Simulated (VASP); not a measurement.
Wanted: the native input for a VASP 6.6.1 run.

* Task: single point
* Functional: PBEsol
* Potentials or basis: VASP PAW PBE potentials, release 64 (Ti_sv, Al)
* Cutoff: 520 eV
* k mesh: 14 × 14 × 14
* Occupations: gaussian, width 0.15 eV
* Spin: no spin polarisation
* Dipole correction: no
* Further INCAR settings: ALGO = Fast; EDIFF = 1e-06; NBANDS = 18

The structure of TiAl3 lies in POSCAR:

```
TiAl3
1.0
   -1.9297940809      1.9297940809      4.1769229202
    1.9297940809     -1.9297940809      4.1769229202
    1.9297940809      1.9297940809     -4.1769229202
Ti Al
1 3
Direct
    0.0000000000      0.0000000000      0.0000000000
    0.5000000000      0.5000000000      0.0000000000
    0.7500000000      0.2401183226      0.4901183226
    0.2500000000      0.7598816774      0.5098816774
```

This cell differs from its parent crystal: atoms displaced along a vibrational mode, the cell strained.

One way to write it, as run:

INCAR

```
SYSTEM = TiAl3
PREC = Accurate
ENCUT = 520
EDIFF = 1E-6
ISMEAR = 0
SIGMA = 0.15
LREAL = .False.
LASPH = .True.
NELM = 100
ALGO = Fast
ISIF = 2
LWAVE = .False.
LCHARG = .True.
GGA = PS
LELF = .True.
LVHAR = .True.
NBANDS = 18
```

KPOINTS

```
Automatic mesh
0
Gamma
  14 14 14
  0 0 0
```

Potentials or basis: VASP PAW PBE potentials, release 64 (Ti_sv, Al).

Run with:

```sh
$ cat potpaw_PBE.64/Ti_sv/POTCAR potpaw_PBE.64/Al/POTCAR > POTCAR
$ mpirun -np 1 vasp_std > vasp.out
```

Results of the run:

The pressure is 0.3 GPa, the largest force is 0.408 eV/Å and the band gap on the k mesh is zero (an odd number of electrons rules out a gap without spin polarisation).

Caveat: the cell differs from its parent crystal (atoms displaced along a vibrational mode, the cell strained); the PAW data sets were made with another functional, which shifts forces and pressure a little.

It took 32 min on 1 thread of Intel(R) Xeon(R) Platinum 8488C (Sapphire Rapids) (shared host), peak memory 0.87 GiB.
